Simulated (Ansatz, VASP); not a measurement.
**Two plane-wave programs on BN**

The input INCAR:

```
SYSTEM = BN
PREC     = Accurate       ! precision mode
ENCUT    = 600            ! plane-wave cutoff, eV
EDIFF    = 1E-6           ! SCF threshold, eV
ISMEAR   = 0              ! smearing method
SIGMA    = 0.01           ! smearing width, eV
LREAL    = .False.        ! projectors in reciprocal space
LASPH    = .True.         ! aspherical terms in the spheres
NELM     = 120            ! most SCF steps
ALGO     = Normal         ! electronic algorithm
ISIF     = 2              ! what is computed and relaxed
LWAVE    = .False.        ! write WAVECAR
LCHARG   = .True.         ! write CHGCAR
LELF     = .True.         ! ELF
LVHAR    = .True.       
NBANDS   = 11             ! bands
GGA_COMPAT= .False.
```

Contents of KPOINTS:

```
regular mesh
0
Gamma
  8 8 8
  0 0 0
```

The input POSCAR:

```
BN
1.0
    0.0000000000      1.8048245542      1.8048245542
    1.8048245542      0.0000000000      1.8048245542
    1.8048245542      1.8048245542      0.0000000000
B N
1 1
Direct
    0.0000000000      0.0000000000      0.0000000000
    0.2500000000      0.2500000000      0.2500000000
```

Input for Ansatz:

```yaml
crystal:
  lattice:
    - [0.0, 1.8048245542, 1.8048245542]
    - [1.8048245542, 0.0, 1.8048245542]
    - [1.8048245542, 1.8048245542, 0.0]
  atoms:
    - { symbol: B, position: [0.0, 0.0, 0.0] }
    - { symbol: "N", position: [0.25, 0.25, 0.25] }
kpoints:
  mp_grid: { grid: [8, 8, 8] }
hamiltonian:
  xc: lda
scf:
  occupations: { method: fixed }
  n_extra_bands: 4
output:
  forces: true
  stress: true
  eigenvalues: true
```

Alike in both runs: task single point; functional LDA; k mesh 8 × 8 × 8; no spin polarisation.

|  | VASP | Ansatz |
| --- | --- | --- |
| version | VASP 6.6.1 | Ansatz 0.2.0 |
| potentials or method | VASP PAW LDA potentials, release 64 (B, N) | plane waves |
| plane-wave cutoff (eV) | 600 | 420 |
| occupations | gaussian, width 0.01 eV | fixed |
| valence electrons in the cell | 8 | 8 |

```csv
,VASP,Ansatz,Ansatz less VASP
gap on the k mesh at the Fermi level (eV),4.35,4.37,+0.017
pressure (GPa),-8.7,-9.4,-0.69
```

LDA's correlation is that of Perdew and Zunger in VASP and of Perdew and Wang (1992) in Ansatz.
